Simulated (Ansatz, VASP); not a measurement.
**Cu: VASP beside Ansatz**

INCAR

```
PREC = Accurate ; ENCUT = 600
EDIFF = 1E-7 ; ISMEAR = 0
SIGMA = 0.1 ; LREAL = F
LASPH = T ; NELM = 100
ALGO = Fast ; ISIF = 3
LWAVE = F ; LCHARG = F
GGA = PS ; IBRION = 2
NSW = 80 ; EDIFFG = -0.015
```

File KPOINTS:

```
Automatic mesh
0
Gamma
  6 6 6
```

Contents of POSCAR:

```
Cu
1.0
    0.0000000000      3.5634123785     -3.5634123785
   -3.5634123785      0.0000000000     -3.5634123785
   -3.5634123785      3.5634123785      0.0000000000
Cu
8
Direct
    0.5000000000      0.5000000000      0.0000000000
    0.0000000000      0.5000000000      0.0000000000
    0.5000000000      0.0000000000      0.0000000000
    0.0000000000      0.0000000000      0.0000000000
    0.5000000000      0.5000000000      0.5000000000
    0.0000000000      0.5000000000      0.5000000000
    0.5000000000      0.0000000000      0.5000000000
    0.0000000000      0.0000000000      0.5000000000
```

Input for Ansatz:

```yaml
crystal:
  lattice:
    - [0.0, 3.5634123785, -3.5634123785]
    - [-3.5634123785, 0.0, -3.5634123785]
    - [-3.5634123785, 3.5634123785, 0.0]
  atoms:
    - { symbol: Cu, position: [0.5, 0.5, 0.0] }
    - { symbol: Cu, position: [0.0, 0.5, 0.0] }
    - { symbol: Cu, position: [0.5, 0.0, 0.0] }
    - { symbol: Cu, position: [0.0, 0.0, 0.0] }
    - { symbol: Cu, position: [0.5, 0.5, 0.5] }
    - { symbol: Cu, position: [0.0, 0.5, 0.5] }
    - { symbol: Cu, position: [0.5, 0.0, 0.5] }
    - { symbol: Cu, position: [0.0, 0.0, 0.5] }
basis:
  ecutwfc: 420
kpoints:
  mp_grid: { grid: [6, 6, 6] }
hamiltonian:
  xc: pbesol
scf:
  occupations: { method: gaussian, width: 0.1 }
output:
  forces: true
  stress: true
  eigenvalues: true
  write_density: true
  write_potential: true
  elf: true
  volumetric_format: npy
relax:
  adjacent_minimum: "off"
  f_tol: 0.015
  max_steps: 60
  cell: { stress_tol: 0.15 }
```

Alike in both runs: task relaxation of cell and atoms; functional PBEsol; k mesh 6 × 6 × 6; occupations gaussian, width 0.1 eV; no spin polarisation.

```csv
,VASP,Ansatz
version,VASP 6.6.1,Ansatz 0.2.0
potentials or method,"VASP PAW PBE potentials, release 64 (Cu), cutoff 600 eV","scalar-relativistic, plane waves, PAW"
valence electrons in the cell,88,152
```

|  | VASP | Ansatz | Ansatz less VASP |
| --- | --- | --- | --- |
| gap on the k mesh at the Fermi level, each at its own relaxed structure (eV) | none | none | - |
| relaxed volume (Å³/atom) | 11.36 | 11.31 | -0.048 |
| relaxed cell length with the largest relative difference (Å) | 5.047 | 5.039 | -0.0071 |

VASP's potentials were made for PBE, not for PBEsol. A gap of «none» marks a metal or a gap that the smearing closes. VASP's potentials hold 88 valence electrons a cell and Ansatz's 152, so a difference there can come from the potentials and not from the codes.
